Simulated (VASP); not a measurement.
A run of VASP 6.6.1 is set up as follows.

Contents of INCAR:

```
SYSTEM = Zn
PREC = Accurate
ENCUT = 520
EDIFF = 1E-7
ISMEAR = -1
SIGMA = 0.05
LREAL = .False.
LASPH = .True.
NELM = 80
ALGO = Normal
ISIF = 2
LWAVE = .False.
LCHARG = .False.
GGA = PS
NBANDS = 12
```

Contents of KPOINTS:

```
regular mesh
0
Gamma
  12 12 12
  0 0 0
```

POSCAR

```
Zn
1.0
    0.0000000000      1.8608043212      1.8608043212
    1.8608043212      0.0000000000      1.8608043212
    1.8608043212      1.8608043212      0.0000000000
Zn
1
Direct
    0.0000000000      0.0000000000      0.0000000000
```

Potentials or basis: VASP PAW PBE potentials, release 64 (Zn).

Run with:

```console
$ cat potpaw_PBE.64/Zn/POTCAR > POTCAR
$ mpirun -np 1 vasp_std > vasp.out
```

Predict the pressure.

10.7 GPa.

Predict the band gap on the k mesh.

zero (band 6 reaches 6.52 eV, above the bottom of band 7 at 3.08 eV).

Caveat: the PAW data sets were made with another functional, which shifts forces and pressure a little.
